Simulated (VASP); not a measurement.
A run of VASP 6.6.1:

Contents of INCAR:

```
PREC     = Accurate       # precision mode
ENCUT    = 520            # plane-wave cutoff, eV
EDIFF    = 1E-7           # SCF threshold, eV
ISMEAR   = -1             # smearing method
SIGMA    = 0.05           # smearing width, eV
LREAL    = F              # projectors in reciprocal space
LASPH    = T              # aspherical terms in the spheres
NELM     = 100            # most SCF steps
ALGO     = Normal         # electronic algorithm
ISIF     = 2              # what is computed and relaxed
LWAVE    = F              # write WAVECAR
LCHARG   = F              # write CHGCAR
GGA      = PS             # functional
IVDW     = 12             # dispersion correction
NBANDS   = 8              # bands
```

Contents of KPOINTS:

```
regular mesh
0
Gamma
  12 12 12
```

Contents of POSCAR:

```
Sb
1.0
   -1.5669558390      1.5669558390      2.5527535434
    1.5669558390     -1.5669558390      2.5527535434
    1.5669558390      1.5669558390     -2.5527535434
Sb
1
Direct
    0.0000000000      0.0000000000      0.0000000000
```

Potentials or basis: VASP PAW PBE potentials, release 64 (Sb).

The run is started by

```console
$ cat potpaw_PBE.64/Sb/POTCAR > POTCAR
$ mpirun -np 1 vasp_std > vasp.out
```

Hardware: 1 thread of AMD EPYC 9R45 (Zen 5), on a shared host.

Task: How long does it take, and how much memory?

Result: Wall time 28 s on 1 thread of AMD EPYC 9R45 (Zen 5), with other jobs on the host, peak memory 0.15 GiB. Counts: scf iterations 9, k points 163.
